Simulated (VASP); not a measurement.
Input of a VASP 6.6.1 run:

File INCAR:

```
SYSTEM = SnO2
PREC = Accurate ; ENCUT = 600
EDIFF = 1E-6 ; ISMEAR = 0
SIGMA = 0.01 ; LREAL = .False.
LASPH = .True. ; NELM = 120
ALGO = Normal ; ISIF = 2
LWAVE = .False. ; LCHARG = .False.
GGA = PS ; NBANDS = 35
GGA_COMPAT = .False.
```

Contents of KPOINTS:

```
Automatic mesh
0
Gamma
  6 6 6
  0 0 0
```

File POSCAR:

```
SnO2
1.0
    5.8254018224     -0.0129591179      0.0000000519
    3.0931026015      4.9364147544      0.0000000519
   -4.4592522371     -2.4617278322      2.8267366161
Sn O
2 4
Direct
    0.7500000000      0.2500000000      0.5000000000
    0.0000000000      0.0000000000      0.0000000000
    0.7963669806      0.7963669806      0.0000000000
    0.9536330194      0.4536330194      0.5000000000
    0.2036330194      0.2036330194      0.0000000000
    0.5463669806      0.0463669806      0.5000000000
```

Potentials or basis: VASP PAW PBE potentials, release 64 (Sn_d, O).

Command:

```console
$ cat potpaw_PBE.64/Sn_d/POTCAR potpaw_PBE.64/O/POTCAR > POTCAR
$ mpirun -np 1 vasp_std > vasp.out
```

(1) Predict the band gap on the k mesh.

(2) What does it give for the largest force?

(3) What does it give for the pressure?

Answers

(1) 1.65 eV, indirect (least direct gap 2.04 eV).

(2) 0.026 eV/Å.

(3) 2.5 GPa.

Caveat: the PAW data sets were made with another functional, which shifts forces and pressure a little; spin-orbit coupling is left out, which moves the levels of the heavy elements.
